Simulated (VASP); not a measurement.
Set up this calculation in VASP 6.6.1, as the native input.

```
Task                   : single point
Functional             : LDA
Potentials or basis    : VASP PAW LDA potentials, release 64 (Y_sv, Hg)
Cutoff                 : 520 eV
k mesh                 : 12 × 12 × 12
Occupations            : fermi-dirac, width 0.15 eV
Spin                   : no spin polarisation
Dipole correction      : no
Further INCAR settings : ALGO = Fast; EDIFF = 1e-07; NBANDS = 24
```

The structure of YHg2 lies in POSCAR:

```
YHg2
1.0
    4.7902528099      0.0000000000      0.0000000000
   -2.3951264050      4.1484806239      0.0000000000
    0.0000000000      0.0000000000      3.3574943764
Y Hg
1 2
Direct
    0.0000000000      0.0000000000      0.0000000000
    0.3333333333      0.6666666667      0.5000000000
    0.6666666667      0.3333333333      0.5000000000
```

The input as run:

INCAR

```
SYSTEM = YHg2
PREC = Accurate ; ENCUT = 520
EDIFF = 1E-7 ; ISMEAR = -1
SIGMA = 0.15 ; LREAL = .False.
LASPH = .True. ; NELM = 80
ALGO = Fast ; ISIF = 2
LWAVE = .False. ; LCHARG = .False.
NBANDS = 24
```

KPOINTS

```
regular mesh
0
Gamma
  12 12 12
  0 0 0
```

Potentials or basis: VASP PAW LDA potentials, release 64 (Y_sv, Hg).

The run is started by

```bash
$ cat potpaw_LDA.64/Y_sv/POTCAR potpaw_LDA.64/Hg/POTCAR > POTCAR
$ mpirun -np 1 vasp_std > vasp.out
```

It gave:

```
Pressure               : 0.8 GPa
Band gap on the k mesh : zero (an odd number of electrons rules out a gap without spin polarisation)
```

Caveat: spin-orbit coupling is left out, which moves the levels of the heavy elements.

Run time: 2.9 min on 1 thread of AMD EPYC 9R45 96-Core Processor (Zen 5), on a shared host, peak memory 0.31 GiB.
